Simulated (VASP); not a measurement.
Li:

```
Li
1.0
    -1.75465    1.75465    1.75465
     1.75465   -1.75465    1.75465
     1.75465    1.75465   -1.75465
Li
1
Direct
  0.00000 0.00000 0.00000
```

```yaml
Program: VASP 6.6.1
Task: relaxation of cell and atoms
Functional: LDA
Potentials_or_basis: VASP PAW LDA potentials, release 64 (Li_sv)
Cutoff: 600 eV
k_mesh: 16 × 16 × 16
Occupations: gaussian, width 0.05 eV
Spin: no spin polarisation
```

At the start: pressure -1.7 GPa; volume 21.61 Å³/atom.

**Question.** How do energy, volume and symmetry change on relaxing?

**Answer.** Over 4 steps the energy falls by 16.7 meV/atom and the volume is 18.69 Å³/atom (-13.5 %); space group Im-3m (No. 229, to 0.1 Å) before and after.

Step by step:
```
step  energy change (eV)  largest force (eV/Å)  pressure (GPa)  volume (Å³)
   1              0.0000                0.0000           -1.67        21.61
   2             -0.0066                0.0000           -1.37        20.91
   3             -0.0159                0.0000           -0.43        19.32
   4             -0.0167                0.0000            0.06        18.69
```

Final structure:
```xyz
1
Lattice="-1.6719 1.6719 1.6719 1.6719 -1.6719 1.6719 1.6719 1.6719 -1.6719" Properties=species:S:1:pos:R:3 pbc="T T T"
Li    0.0000    0.0000    0.0000
```

Caveat: the cutoff is under 1.25 times the usual one of these potentials, so pressure, stress and relaxed cells hold a basis-set (Pulay) error.
